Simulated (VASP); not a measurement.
## Sb: single point with PBE+D3(BJ)

Sb, a slab with vacuum:

```
CELL_PARAMETERS angstrom
4.06868 0.00000 0.00000
-2.03434 3.52358 0.00000
0.00000 0.00000 20.80003
ATOMIC_POSITIONS crystal
Sb 0.33333 0.66667 0.29567
Sb 0.66667 0.33333 0.21635
Sb 0.00000 0.44444 0.56010
Sb 0.33333 0.11111 0.48077
```

This cell differs from its parent crystal: layers slid over each other.

```json
{
  "Program": "VASP 6.6.1",
  "Task": "single point",
  "Functional": "PBE",
  "Dispersion": "D3(BJ)",
  "Potentials or basis": "VASP PAW PBE potentials, release 64 (Sb_d_GW)",
  "Cutoff": "400 eV",
  "k mesh": "9 × 9 × 1",
  "Occupations": "gaussian, width 0.05 eV",
  "Spin": "no spin polarisation"
}
```

```yaml
Largest_force: 0.097 eV/Å
Band_gap_on_the_k_mesh: 0.86 eV (least direct gap 1.49 eV)
Dispersion_energy_per_atom: -0.291 eV
```

Forces on the atoms (eV/Å):
```
Sb  -0.002 -0.009  0.097
Sb   0.001 -0.008  0.021
Sb  -0.001  0.008 -0.021
Sb   0.002  0.009 -0.097
```

Levels at points of the mesh, in eV from the valence-band top:
```csv
k point,band 27,band 28,band 29,band 30,band 31,band 32,band 33,band 34
"(0.00, 0.00, 0.00)",-0.07,-0.05,-0.02,0.00,1.50,2.00,2.68,2.72
```

It took 12 min on 1 thread of Intel(R) Xeon(R) Platinum 8259CL CPU @ 2.50GHz (Skylake/Cascade Lake) (shared host), peak memory 0.48 GiB.

Caveat: the cell differs from its parent crystal (layers slid over each other); spin-orbit coupling is left out, which moves the levels of the heavy elements.
